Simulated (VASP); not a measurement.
Ni:

```
Ni
1.0
     0.00000    1.77240    1.77240
     1.77240    0.00000    1.77240
     1.77240    1.77240    0.00000
Ni
1
Direct
  0.00000 0.00000 0.00000
```

Base run:

```yaml
Program: VASP 6.6.1
Functional: PBE
Potentials_or_basis: VASP PAW PBE potentials, release 64 (Ni)
Cutoff: 520 eV
k_mesh: 15 × 15 × 15
Occupations: fermi-dirac, width 0.05 eV
Spin: collinear spin, ferromagnetic start
Starting_moments: "[1.46] μB"
Fixed_moment: 1.46 μB
```

Its results: pressure 6.1 GPa; site moments Ni +1.40 μB.

Problem. The run is repeated on the same cell with these changes: fixed moment from 1.46 μB to 1.94 μB; moments at the start from [1.46] to [1.94]. What comes out?

Solution. Pressure 18.6 GPa; site moments Ni +1.82 μB.

Caveats: the total moment is fixed, so each spin has its own Fermi level.
